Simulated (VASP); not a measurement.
Here is a VASP 6.6.1 calculation.

File INCAR:

```
SYSTEM = ScSb2P3
PREC = Accurate ; ENCUT = 520
EDIFF = 1E-7 ; ISMEAR = 0
SIGMA = 0.1 ; LREAL = .FALSE.
LASPH = .TRUE. ; NELM = 80
ALGO = Normal ; ISIF = 2
LWAVE = .FALSE. ; LCHARG = .FALSE.
GGA = PE ; NBANDS = 27
```

Contents of KPOINTS:

```
regular mesh
0
G
  4 4 2
  0 0 0
```

POSCAR

```
ScSb2P3
1.0
    2.8978201400     -3.0164635800      0.0000000000
    2.8978201400      3.0164635800      0.0000000000
    0.0000000000      0.0000000000      8.5906476400
Sc Sb P
1 2 3
Direct
    0.0000000000      0.0000000000      0.0000000000
    0.5000000000      0.5000000000      0.2682302200
    0.5000000000      0.5000000000      0.7317697800
    0.0000000000      0.5000000000      0.5000000000
    0.5000000000      0.0000000000      0.5000000000
    0.5000000000      0.5000000000      0.0000000000
```

Potentials or basis: VASP PAW PBE potentials, release 64 (Sc_sv, Sb, P).

Launch:

```sh
$ cat potpaw_PBE.64/Sc_sv/POTCAR potpaw_PBE.64/Sb/POTCAR potpaw_PBE.64/P/POTCAR > POTCAR
$ mpirun -np 1 vasp_std > vasp.out
```

(1) Estimate the largest force.

(2) Estimate the band gap on the k mesh.

## Answers

(1) 3.482 eV/Å.

(2) zero (bands 18 and 19 overlap by 0.55 eV).

Caveat: the k points lie up to 0.38 Å⁻¹ apart, too coarse for converged energies and pressures of a metal; spin-orbit coupling is left out, which moves the levels of the heavy elements; forces of over 1 eV/Å act on the atoms, so gaps and moduli don't describe the material at rest.
